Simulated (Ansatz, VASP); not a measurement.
**Se: VASP beside Ansatz**

```xyz
2
Lattice="3.5606 0.0000 0.0000 -1.7803 3.0836 0.0000 0.0000 0.0000 3.8295" Properties=species:S:1:pos:R:3 pbc="T T T"
Se    0.0000    2.0557    0.9574
Se    1.7803    1.0279    2.8721
```

Alike in both runs: functional PBEsol; k mesh 12 × 12 × 6; occupations fermi-dirac, width 0.1 eV; no spin polarisation.

Ansatz relaxed the structure, and its values are those at the end. VASP's run is a single point on that final structure, the one shown.

|  | VASP | Ansatz |
| --- | --- | --- |
| version | VASP 6.6.1 | Ansatz 0.2.0 |
| potentials or method | VASP PAW PBE potentials, release 64 (Se), cutoff 520 eV | plane waves (420 eV) with PAW, scalar-relativistic |
| valence electrons in the cell | 12 | 32 |

Ansatz gave:

- pressure (GPa): 0.0

Problem. Which values does VASP return?

Solution. Pressure (GPa): 0.1.

VASP's potentials were made for PBE, not for PBEsol, and Ansatz warns of the same on its side. VASP's potentials hold 12 valence electrons a cell and Ansatz's 32, so a difference there can come from the potentials and not from the codes.
